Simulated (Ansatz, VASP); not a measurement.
# RuS2 in VASP and in Ansatz

```xyz
12
Lattice="5.6306 0.0000 0.0000 0.0000 5.6306 0.0000 0.0000 0.0000 5.6306" Properties=species:S:1:pos:R:3 pbc="T T T"
Ru    0.0000    2.8153    2.8153
Ru    2.8153    2.8153    0.0000
Ru    2.8153    0.0000    2.8153
Ru    0.0000    0.0000    0.0000
S     2.1858    0.6295    5.0011
S     0.6295    5.0011    2.1858
S     5.0011    2.1858    0.6295
S     3.4448    3.4448    3.4448
S     2.1858    2.1858    2.1858
S     0.6295    3.4448    5.0011
S     5.0011    0.6295    3.4448
S     3.4448    5.0011    0.6295
```

Alike in both runs: task single point; functional PBE; k mesh 4 × 4 × 4; occupations gaussian, width 0.1 eV; collinear spin.

|  | VASP | Ansatz |
| --- | --- | --- |
| version | VASP 6.6.1 | Ansatz 0.2.0 |
| potentials or method | VASP PAW PBE potentials, release 64 (Ru_pv, S), cutoff 520 eV | scalar-relativistic, plane waves, PAW |
| valence electrons in the cell | 104 | 112 |

|  | VASP | Ansatz | Ansatz less VASP |
| --- | --- | --- | --- |
| gap on the k mesh at the Fermi level (eV) | 0.74 | 0.74 | +0.003 |
| least direct gap on the mesh (eV) | 0.95 | 0.95 | +0.002 |
| pressure (GPa) | 1.4 | 1.7 | +0.28 |
| rms of the force components (eV/Å) | 0.089 | 0.111 | +0.0220 |
| net moment per atom (μB) | 0.00 | 0.00 | 0.000 |

Atom by atom the forces differ by 0.022 eV/Å (rms over components). VASP's potentials hold 104 valence electrons a cell and Ansatz's 112, so a difference there can come from the potentials and not from the codes. Ansatz's warnings: seeded moment not kept.
